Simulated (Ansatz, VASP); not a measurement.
One calculation of GeSb4Te4, two programs

```
Ge Sb Te
1.0
    -4.32998    0.00000    0.00000
    -2.16499   -3.74988    0.00000
    -0.54103   -0.31236   17.64861
Ge Sb Te
1 4 4
Cartesian
  0.0000 0.0000 10.9254
  -2.1650 -1.2500 2.8794
  -4.3300 -2.4999 1.3228
  -4.3300 -2.4999 7.2327
  -2.1650 -1.2500 14.6180
  -2.1650 -1.2500 9.2403
  -4.3300 -2.4999 12.6105
  -6.4950 -3.7499 5.5243
  0.0000 0.0000 16.3264
```

Alike in both runs: task single point; functional PBE; k mesh 9 × 9 × 2; occupations gaussian, width 0.03 eV; no spin polarisation.

|  | VASP | Ansatz |
| --- | --- | --- |
| version | VASP 6.6.1 | Ansatz 0.2.0 |
| potentials or method | VASP PAW PBE potentials, release 64 (Ge_d, Sb, Te), cutoff 520 eV | scalar-relativistic, plane waves, PAW |
| valence electrons in the cell | 58 | 138 |

|  | VASP | Ansatz | Ansatz less VASP |
| --- | --- | --- | --- |
| gap on the k mesh at the Fermi level (eV) | 0.12 | 0.12 | +0.004 |
| least direct gap on the mesh (eV) | 0.12 | 0.12 | -0.005 |
| pressure (GPa) | 0.2 | 0.2 | 0.00 |
| traceless stress, the component that is largest in VASP (GPa) | 0.75 | 0.75 | +0.006 |
| rms of the force components (eV/Å) | 0.085 | 0.088 | +0.0033 |

Atom by atom the forces differ by 0.017 eV/Å (rms over components). With one functional, cell and mesh, what is left measures potentials, basis and numerics. VASP's potentials hold 58 valence electrons a cell and Ansatz's 138, so a difference there can come from the potentials and not from the codes.

Spin-orbit coupling is off throughout.
